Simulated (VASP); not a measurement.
**C: single point with BLYP+D3(BJ)**

C:

```
C
1.0
     0.00000    1.77140    1.77140
     1.77140    0.00000    1.77140
     1.77140    1.77140    0.00000
C
2
Direct
  0.75000 0.75000 0.75000
  0.50000 0.50000 0.50000
```

* Program: VASP 6.6.1
* Task: single point
* Functional: BLYP
* Dispersion: D3(BJ)
* Potentials or basis: VASP PAW PBE potentials, release 64 (C)
* Cutoff: 520 eV
* k mesh: 13 × 13 × 13
* Occupations: fermi-dirac, width 0.05 eV
* Spin: no spin polarisation

```json
{"Pressure": "10.5 GPa", "Band gap on the k mesh": "4.52 eV, indirect (least direct gap 5.80 eV)", "Dispersion energy per atom": "-0.376 eV"}
```

Levels at points of the mesh, in eV from the valence-band top:
```
           k point  band 1  band 2  band 3  band 4  band 5  band 6  band 7  band 8  band 9
(0.00, 0.00, 0.00)  -21.46    0.00    0.00    0.00    5.80    5.80    5.80   13.91   20.08
```

Wall time 5.9 s on 1 thread of Intel(R) Xeon(R) 6975P-C (Granite Rapids) (shared host), peak memory 0.13 GiB.

Caveat: the PAW data sets were made with another functional, which shifts forces and pressure a little. Expect the measured gap to be larger: semilocal functionals such as BLYP lack the derivative discontinuity.
